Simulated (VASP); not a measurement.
Wanted: the native input for a VASP 6.6.1 run.

- Task: single point
- Functional: PBEsol
- Potentials or basis: VASP PAW PBE potentials, release 64 (B, N)
- Cutoff: 520 eV
- k mesh: 9 × 9 × 6
- Occupations: gaussian, width 0.02 eV
- Spin: no spin polarisation
- Dipole correction: no
- Further INCAR settings: ALGO = Normal; EDIFF = 1e-07; NBANDS = 16

The structure of BN (e600) lies in POSCAR:

```
BN
1.0
    2.5151549549      0.0000000000      0.0000000000
   -1.2575774774      2.1781880854      0.0000000000
    0.0000000000      0.0000000000      4.1606277791
B N
2 2
Direct
    0.3333333333      0.6666666667     -0.0001256023
    0.6666666667      0.3333333333      0.4998743977
    0.3333333333      0.6666666667      0.3741256023
    0.6666666667      0.3333333333      0.8741256023
```

This cell differs from its parent crystal: strained cell.

These files were run (other wordings do the same):

INCAR

```
SYSTEM = BN
  PREC = Accurate
  ENCUT = 520
  EDIFF = 1E-7
  ISMEAR = 0
  SIGMA = 0.02
  LREAL = .FALSE.
  LASPH = .TRUE.
  NELM = 60
  ALGO = Normal
  ISIF = 2
  LWAVE = .FALSE.
  LCHARG = .TRUE.
  GGA = PS
  LELF = .TRUE.
  LVHAR = .TRUE.
  NBANDS = 16
```

KPOINTS

```
Automatic mesh
0
G
  9 9 6
  0 0 0
```

Potentials or basis: VASP PAW PBE potentials, release 64 (B, N).

Run with:

```console
$ cat potpaw_PBE.64/B/POTCAR potpaw_PBE.64/N/POTCAR > POTCAR
$ mpirun -np 1 vasp_std > vasp.out
```

It gave:

```
Pressure               : 13.2 GPa
Largest force          : 0.004 eV/Å
Band gap on the k mesh : 4.88 eV, indirect (least direct gap 8.35 eV)
```

Caveat: the cell differs from its parent crystal (strained cell); the PAW data sets were made with another functional, which shifts forces and pressure a little.

Wall time 8.5 s on 1 thread of AMD EPYC 9R45 96-Core Processor (Zen 5), on a shared host, peak memory 0.1 GiB.
